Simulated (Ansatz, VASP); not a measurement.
# Two plane-wave programs on InGa

```xyz
2
Lattice="2.2330 -2.2318 0.0000 2.2330 2.2318 0.0000 0.0000 0.0000 4.7009" Properties=species:S:1:pos:R:3 pbc="T T T"
In    0.0000    0.0000    0.0000
Ga    2.2330    0.0000    2.3505
```

Alike in both runs: functional PBE; k mesh 14 × 14 × 8; occupations fermi-dirac, width 0.15 eV; no spin polarisation.

Ansatz relaxed the structure, and its values are those at the end. VASP's run is a single point on that final structure, the one shown.

|  | VASP | Ansatz |
| --- | --- | --- |
| version | VASP 6.6.1 | Ansatz 0.2.0 |
| potentials or method | VASP PAW PBE potentials, release 64 (In_d, Ga_d), cutoff 520 eV | scalar-relativistic, plane waves, PAW |
| valence electrons in the cell | 26 | 26 |

```tsv
	VASP	Ansatz	Ansatz less VASP
gap on the k mesh at the Fermi level (eV)	none	none	-
pressure (GPa)	0.0	0.0	+0.03
```

A gap of «none» marks a metal or a gap that the smearing closes.
